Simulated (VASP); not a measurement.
Input of a VASP 6.6.1 run:

The input INCAR:

```
SYSTEM = AlN
ALGO = Normal ; EDIFF = 1E-6
ENCUT = 520 ; ISIF = 2
ISMEAR = -1 ; LASPH = .TRUE.
LCHARG = .FALSE. ; LREAL = .FALSE.
LWAVE = .FALSE. ; NBANDS = 11
NELM = 80 ; PREC = Accurate
SIGMA = 0.02
```

File KPOINTS:

```
k-points
0
G
  10 10 10
  0 0 0
```

The input POSCAR:

```
AlN
1.0
    0.0000000000      1.9186600000      1.9780000000
    1.9186600000      0.0000000000      1.9780000000
    1.9186600000      1.9186600000      0.0000000000
Al N
1 1
Direct
    0.0000000000      0.0000000000      0.0000000000
    0.5000000000      0.5000000000      0.5000000000
```

Potentials or basis: VASP PAW LDA potentials, release 64 (Al, N).

Command:

```bash
$ cat potpaw_LDA.64/Al/POTCAR potpaw_LDA.64/N/POTCAR > POTCAR
$ mpirun -np 1 vasp_std > vasp.out
```

Question: Predict the band gap on the k mesh.

Answer: 4.71 eV, indirect (least direct gap 7.56 eV).

Question: What does it give for the pressure?

Answer: 36.3 GPa.

Stress tensor (GPa, compression positive):
```
41.68  0.00  0.00
 0.00 41.68  0.00
 0.00  0.00 25.67
```

Caveat: the cell differs from its parent crystal (equal xx and yy strain of -3 %). A k mesh can miss the band edges.
